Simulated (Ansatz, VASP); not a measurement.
# One calculation of Ca, two programs

```xyz
4
Lattice="0.0000 -4.7532 0.0000 4.7532 0.0000 0.0000 -2.3766 2.3766 8.2690" Properties=species:S:1:pos:R:3 pbc="T T T"
Ca    0.0000    0.0000    5.5779
Ca    0.0000   -2.3766    0.0000
Ca    2.3766   -2.3766    2.6911
Ca    2.3766    0.0000    0.0000
```

Alike in both runs: task single point; functional LDA; k mesh 6 × 6 × 6; occupations gaussian, width 0.1 eV; no spin polarisation.

```csv
,VASP,Ansatz
version,VASP 6.6.1,Ansatz 0.2.0
potentials or method,"VASP PAW LDA potentials, release 64 (Ca_sv), cutoff 520 eV","scalar-relativistic, plane waves, PAW"
valence electrons in the cell,40,40
```

```tsv
	VASP	Ansatz	Ansatz less VASP
gap on the k mesh at the Fermi level (eV)	none	none	-
rms of the force components (eV/Å)	0.336	0.333	-0.0029
```

LDA's correlation is that of Perdew and Zunger in VASP and of Perdew and Wang (1992) in Ansatz. Atom by atom the forces differ by 0.003 eV/Å (rms over components). A gap of «none» marks a metal or a gap that the smearing closes.
